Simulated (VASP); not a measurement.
# Sn (I4_1/amd) in VASP: further runs

Sn is run at these levels: PBEsol, PBE; tasks: single point.

Everything below comes from runs of VASP 6.6.1. Logs are shortened: lines on timing, memory, paths and dates and some standing lists are left out, and cuts for length are marked.

## 1. The cell of the first run

The structure is tetragonal, space group I4_1/amd (No. 141). The conventional cell has a = 5.880 Å, b = 5.880 Å, c = 3.199 Å, α = 90.00°, β = 90.00°, γ = 90.00°. Within 4.0 Å of Sn (site symmetry -4m2) lie 10 Sn at 3.05 to 3.79 Å.

## 2. Single point, PBEsol

The input, INCAR:

```
SYSTEM = Sn
ALGO = Normal
EDIFF = 1E-7
ENCUT = 520
GGA = PS
ISIF = 2
ISMEAR = -1
LASPH = .True.
LCHARG = .False.
LREAL = .False.
LWAVE = .False.
NBANDS = 21
NELM = 100
PREC = Accurate
SIGMA = 0.05
```

The input, KPOINTS:

```
k-points
0
Gamma
  12 12 12
  0 0 0
```

The input, POSCAR:

```
Sn
1.0
   -2.9401404553      2.9401404553      1.5993019889
    2.9401404553     -2.9401404553      1.5993019889
    2.9401404553      2.9401404553     -1.5993019889
Sn
2
Direct
    0.7500000000      0.2500000000      0.5000000000
    0.0000000000      0.0000000000      0.0000000000
```

Potentials or basis: VASP PAW PBE potentials, release 64 (Sn_d).

Started as:

```console
$ cat potpaw_PBE.64/Sn_d/POTCAR > POTCAR
$ mpirun -np 1 vasp_std > vasp.out
```

OUTCAR:

```text
SYSTEM = Sn
   EDIFF = 1E-7
   ENCUT = 520
   GGA = PS
   ISIF = 2
   ISMEAR = -1
   LASPH = .True.
   LREAL = .False.
   NELM = 100
   PREC = Accurate

 ion  position               nearest neighbor table
   1  0.750  0.250  0.500-   2 3.05   2 3.05   2 3.05   2 3.05
   2  0.000  0.000  0.000-   1 3.05   1 3.05   1 3.05   1 3.05

  LATTYP: Found a body centered tetragonal cell.
 ALAT       =     5.8802809106
 C/A-ratio  =     0.5439542815

  Lattice vectors:

 A1 = (  -2.9401404553,   2.9401404553,   1.5993019889)
 A2 = (   2.9401404553,  -2.9401404553,   1.5993019889)
 A3 = (   2.9401404553,   2.9401404553,  -1.5993019889)

Analysis of symmetry for initial positions (statically):
=====================================================================
 Subroutine PRICEL returns:
 Original cell was already a primitive cell.

 Routine SETGRP: Setting up the symmetry group for a
 body centered tetragonal supercell.

 Subroutine GETGRP returns: Found 16 space group operations
 (whereof  8 operations were pure point group operations)
 out of a pool of 16 trial point group operations.

The static configuration has the point symmetry D_2d.
 The point group associated with its full space group is D_4h.

Analysis of symmetry for dynamics (positions and initial velocities):
=====================================================================
 Subroutine PRICEL returns:
 Original cell was already a primitive cell.

 Routine SETGRP: Setting up the symmetry group for a
 body centered tetragonal supercell.

 Subroutine GETGRP returns: Found 16 space group operations
 (whereof  8 operations were pure point group operations)
 out of a pool of 16 trial point group operations.

The dynamic configuration has the point symmetry D_2d.
 The point group associated with its full space group is D_4h.

 Subroutine INISYM returns: Found 16 space group operations
 (whereof  8 operations are pure point group operations),
 and found     1 'primitive' translations

----------------------------------------------------------------------------------------

                                     Primitive cell

  volume of cell :      55.3002

  direct lattice vectors                    reciprocal lattice vectors
    -2.940140455  2.940140455  1.599301989     0.000000000  0.170059903  0.312636390
     2.940140455 -2.940140455  1.599301989     0.170059903  0.000000000  0.312636390
[... 82 lines left out ...]
   LASPH  =      T    aspherical Exc in radial PAW
   ENCUT  =  520.0 eV  38.22 Ry    6.18 a.u.   8.28  8.28  8.28*2*pi/ulx,y,z
   NELM   =    100;   NELMIN=  2; NELMDL= -5     # of ELM steps
   EDIFF  = 0.1E-06   stopping-criterion for ELM
   LREAL  =      F    real-space projection
   EDIFFG = 0.1E-05   stopping-criterion for IOM
   NSW    =      0    number of steps for IOM
   IBRION =     -1    ionic relax: 0-MD 1-quasi-New 2-CG
   NFREE  =      0    steps in history (QN), initial steepest desc. (CG)
   ISIF   =      2    stress and relaxation
   ISYM   =      2    0-nonsym 1-usesym 2-fastsym
   POTIM  = 0.5000    time-step for ionic-motion
   TEBEG  =    0.0;   TEEND  =   0.0 temperature during run
   PSTRESS=    0.0 pullay stress
   NELECT =      28.0000    total number of electrons
   NUPDOWN=      -1.0000    fix difference up-down
   EMIN   =  10.00;   EMAX   =-10.00  energy-range for DOS
   EFERMI =   0.00;   METHOD = LEGACY
   ISMEAR =    -1;   SIGMA  =   0.05  broadening in eV -4-tet -1-fermi 0-gaus
   EFERMI_NEDOS =   21; number of points for ismear=-14 and -15
   IALGO  =     38    algorithm
   IMIX   =      4    mixing-type and parameters
     AMIX     =   0.40;   BMIX     =  1.00
     AMIX_MAG =   1.60;   BMIX_MAG =  1.00
  volume/ion in A,a.u.               =      27.65       186.59
  Fermi-wavevector in a.u.,A,eV,Ry     =   1.304824  2.465760 23.164816  1.702566
  Thomas-Fermi vector in A             =   2.435734
   LORBIT       =      0    0 simple, 1 ext, 2 COOP (PROOUT), +10 PAW based schemes
   GGA     = PS    functional components
   LHFCALC =     F    Hartree Fock is set to
   AEXX    =    0.0000 exact exchange contribution
   IVDW    =     0    specifies the selected vdW correction
   LEPSILON=     F    determine dielectric tensor
   LRPA    =     F    only Hartree local field effects (RPA)
 non-spin polarized calculation
  energy-cutoff  :      520.00
  volume of cell :       55.30
 maximum number of plane-waves:      1506
 NGX is ok and might be reduce to    36
   NGX = 17   NGY = 17   NGZ = 17

 number of electron      27.9999990 magnetization

 Free energy of the ion-electron system (eV)
  ---------------------------------------------------
  ext. energy  EPLUGINS =         0.00000000
  ---------------------------------------------------
  free energy    TOTEN  =        -8.51818348 eV

  energy without entropy =       -8.51011865  energy(sigma->0) =       -8.51415107

 E-fermi :   7.5738     XC(G=0): -10.3639

 val. band max:        7.5718040743   @ k =   0.4167   0.4167  -0.0000
 cond. band min:       7.6004306161   @ k =  -0.4167   0.1667   0.0000
 fundamental gap:      0.0286265418
 Fermi energy:         7.5738410584

 k-point     1 :       0.0000    0.0000    0.0000
  band No.  band energies     occupation
      1     -13.9382      2.00000
      2     -13.8595      2.00000
      3     -13.8169      2.00000
      4     -13.8067      2.00000
      5     -13.6631      2.00000
      6     -13.6631      2.00000
[... 565 lines left out ...]
     20      15.6199      0.00000
     21      16.2735      0.00000

 [... further k-points ...]

------------------------ aborting loop because EDIFF is reached ----------------------------------------

  FORCE on cell =-STRESS in cart. coord.  units (eV):
  Direction    XX          YY          ZZ          XY          YZ          ZX
  --------------------------------------------------------------------------------------
  -------------------------------------------------------------------------------------
  Total       -0.5437431     -0.5437431     -0.5567743      0.0000000      0.0000000      0.0000000
  in kB      -15.7535229    -15.7535229    -16.1310685      0.0000000      0.0000000      0.0000000
  external PRESSURE =     -15.8793714 kB  Pullay stress =       0.0000000 kB

 VOLUME and BASIS-vectors are now :
 -----------------------------------------------------------------------------
  energy-cutoff  :      520.00
  volume of cell :       55.30
      direct lattice vectors                 reciprocal lattice vectors
    -2.940140455  2.940140455  1.599301989     0.000000000  0.170059903  0.312636390
     2.940140455 -2.940140455  1.599301989     0.170059903  0.000000000  0.312636390
     2.940140455  2.940140455 -1.599301989     0.170059903  0.170059903  0.000000000

 POSITION                                       TOTAL-FORCE (eV/Angst)
 -----------------------------------------------------------------------------------
      0.00000      2.94014      0.79965        -0.000000      0.000000     -0.000000
      0.00000      0.00000      0.00000         0.000000     -0.000000      0.000000
 -----------------------------------------------------------------------------------
    total drift:                               -0.000000      0.000000     -0.000000

  FREE ENERGIE OF THE ION-ELECTRON SYSTEM (eV)
  ---------------------------------------------------
  free  energy   TOTEN  =        -8.5181834835 eV

  energy  without entropy=       -8.5101186523  energy(sigma->0) =       -8.51415107
```

OSZICAR:

```text
N       E                     dE             d eps       ncg     rms          rms(c)
DAV:   1     0.221398988208E+03    0.22140E+03   -0.14340E+04  6919   0.207E+03
DAV:   2     0.142798159722E+02   -0.20712E+03   -0.20291E+03  6921   0.450E+02
DAV:   3    -0.782865518631E+01   -0.22108E+02   -0.21930E+02  7859   0.134E+02
DAV:   4    -0.853086714234E+01   -0.70221E+00   -0.70170E+00  7821   0.265E+01
DAV:   5    -0.855978454667E+01   -0.28917E-01   -0.28917E-01  9730   0.504E+00    0.234E+00
DAV:   6    -0.852792747140E+01    0.31857E-01   -0.48136E-02  9344   0.315E+00    0.127E+00
DAV:   7    -0.851868333388E+01    0.92441E-02   -0.24607E-02  9300   0.221E+00    0.186E-01
DAV:   8    -0.851817761178E+01    0.50572E-03   -0.22724E-03  8617   0.655E-01    0.289E-02
DAV:   9    -0.851818357390E+01   -0.59621E-05   -0.67535E-05  9193   0.756E-02    0.989E-03
DAV:  10    -0.851818341592E+01    0.15798E-06   -0.35880E-06  8596   0.212E-02    0.154E-03
DAV:  11    -0.851818348354E+01   -0.67619E-07   -0.24922E-07  6605   0.641E-03
   1 F= -.85181835E+01 E0= -.85141511E+01  d E =-.806483E-02
```

stdout:

```text
POSCAR found type information on POSCAR Sn
 POSCAR found :  1 types and       2 ions
 scaLAPACK will be used
 -----------------------------------------------------------------------------
|                                                                             |
|                                                                             |
|     You enforced a specific xc type in the INCAR file but a different       |
|     I HOPE YOU KNOW WHAT YOU ARE DOING!                                     |
|                                                                             |
 -----------------------------------------------------------------------------

 LDA part: xc-table for (Slater+PW92), standard interpolation
 POSCAR, INCAR and KPOINTS ok, starting setup
 FFT: planning ... GRIDC
 FFT: planning ... GRID_SOFT
 FFT: planning ... GRID
 WAVECAR not read
 entering main loop
```

Wall time 66 s (1 thread of Intel Xeon 6975P-C (Granite Rapids), shared host); peak memory 0.3 GiB.

What came out:

```
Free energy            : -8.5182 eV
Pressure               : -1.6 GPa
Band gap on the k mesh : zero (bands 14 and 15 overlap by 4.06 eV)
```

Caveat: the PAW data sets were made with another functional, which shifts forces and pressure a little; spin-orbit coupling is left out, which moves the levels of the heavy elements.

## 3. Single point, PBE

The input, INCAR:

```
SYSTEM = Sn
PREC = Accurate
ENCUT = 520
EDIFF = 1E-7
ISMEAR = -1
SIGMA = 0.05
LREAL = .FALSE.
LASPH = .TRUE.
NELM = 60
ALGO = Normal
ISIF = 2
LWAVE = .FALSE.
LCHARG = .FALSE.
GGA = PE
NBANDS = 21
```

The input, KPOINTS:

```
regular mesh
0
G
  12 12 12
  0 0 0
```

POSCAR is that of step 2.

Potentials or basis: VASP PAW PBE potentials, release 64 (Sn_d).

Started as:

```console
$ cat potpaw_PBE.64/Sn_d/POTCAR > POTCAR
$ mpirun -np 1 vasp_std > vasp.out
```

Run time: 80 s. Hardware: 1 thread of Intel Xeon 6975P-C (Granite Rapids), shared host; peak memory 0.31 GiB.

The run converged. Its results:

| Property | Result |
| --- | --- |
| Free energy | -7.6102 eV |
| Pressure | 1.3 GPa |
| Band gap on the k mesh | zero (bands 14 and 15 overlap by 4.06 eV) |

Stress tensor (GPa, compression positive):
```
1.31 0.00 0.00
0.00 1.31 0.00
0.00 0.00 1.22
```

Levels at points of the mesh, in eV from the Fermi level:
| k point | band 10 | band 11 | band 12 | band 13 | band 14 | band 15 | band 16 | band 17 | band 18 | band 19 |
| --- | --- | --- | --- | --- | --- | --- | --- | --- | --- | --- |
| (0.00, 0.00, 0.00) | -21.16 | -10.99 | -3.70 | -1.93 | -1.93 | 3.00 | 6.12 | 6.12 | 6.74 | 6.85 |
| (0.50, 0.00, 0.00) | -21.22 | -6.87 | -5.33 | -2.32 | -1.66 | -1.10 | 2.27 | 2.81 | 4.60 | 7.13 |
| (0.50, 0.50, 0.00) | -21.28 | -8.79 | -8.79 | 0.59 | 0.59 | 1.54 | 1.54 | 5.97 | 5.97 | 9.47 |
| (0.50, 0.50, 0.50) | -21.34 | -7.50 | -7.50 | -4.70 | -4.70 | 5.01 | 5.01 | 9.19 | 9.19 | 12.49 |

Caveat: spin-orbit coupling is left out, which moves the levels of the heavy elements.

## 4. Single point, PBE (28.76 Å³/atom)

This run uses another cell than the first one, of 28.76 Å³/atom.

The input, INCAR:

```
SYSTEM = Sn
  PREC = Accurate
  ENCUT = 520
  EDIFF = 1E-7
  ISMEAR = -1
  SIGMA = 0.05
  LREAL = .False.
  LASPH = .True.
  NELM = 60
  ALGO = Normal
  ISIF = 2
  LWAVE = .False.
  LCHARG = .False.
  GGA = PE
  NBANDS = 21
```

The input, KPOINTS:

```
regular mesh
0
Gamma
  12 12 12
  0 0 0
```

The input, POSCAR:

```
Sn
1.0
   -2.9788309508      2.9788309508      1.6203478496
    2.9788309508     -2.9788309508      1.6203478496
    2.9788309508      2.9788309508     -1.6203478496
Sn
2
Direct
    0.7500000000      0.2500000000      0.5000000000
    0.0000000000      0.0000000000      0.0000000000
```

Started as:

```console
$ cat potpaw_PBE.64/Sn_d/POTCAR > POTCAR
$ mpirun -np 1 vasp_std > vasp.out
```

Wall time 81 s (1 thread of Intel Xeon 6975P-C (Granite Rapids), shared host); peak memory 0.3 GiB.

The run converged. Its results:

```
Free energy            : -7.6150 eV
Pressure               : -0.7 GPa
Band gap on the k mesh : zero (bands 14 and 15 overlap by 3.87 eV)
```

Levels at points of the mesh, in eV from the Fermi level:
| k point | band 10 | band 11 | band 12 | band 13 | band 14 | band 15 | band 16 | band 17 | band 18 | band 19 |
| --- | --- | --- | --- | --- | --- | --- | --- | --- | --- | --- |
| (0.00, 0.00, 0.00) | -21.16 | -10.71 | -3.81 | -1.83 | -1.83 | 3.06 | 5.93 | 5.93 | 6.48 | 6.58 |
| (0.50, 0.00, 0.00) | -21.21 | -6.79 | -5.22 | -2.34 | -1.57 | -1.03 | 2.31 | 2.72 | 4.41 | 7.02 |
| (0.50, 0.50, 0.00) | -21.27 | -8.59 | -8.59 | 0.60 | 0.60 | 1.47 | 1.47 | 5.80 | 5.80 | 9.27 |
| (0.50, 0.50, 0.50) | -21.32 | -7.40 | -7.40 | -4.48 | -4.48 | 4.88 | 4.88 | 8.82 | 8.82 | 12.32 |

Caveat: spin-orbit coupling is left out, which moves the levels of the heavy elements.

## 5. Summary

| level | cell | gap on the mesh (eV) | pressure (GPa) |
| --- | --- | --- | --- |
| PBEsol | a = 4.455 Å, angles 97.4, 97.4, 137.9°, 2 atoms | none | -1.6 |
| PBE | a = 4.455 Å, angles 97.4, 97.4, 137.9°, 2 atoms | none | 1.3 |
| PBE | a = 4.514 Å, angles 97.4, 97.4, 137.9°, 2 atoms | none | -0.7 |

Alike in all rows: task single point; potentials or basis VASP PAW PBE potentials, release 64 (Sn_d); no spin polarisation; k mesh 12 × 12 × 12; cutoff (eV) 520; smearing fermi-dirac 0.05 eV.

Caveats: spin-orbit coupling is left out, which moves the levels of the heavy elements; the PAW data sets were made with another functional, which shifts forces and pressure a little (at least some runs).

Total energies depend on the potentials used, so only differences within one code and one set of settings carry meaning.

The gap in the log of VASP goes by the Fermi energy; the results here count the filled bands.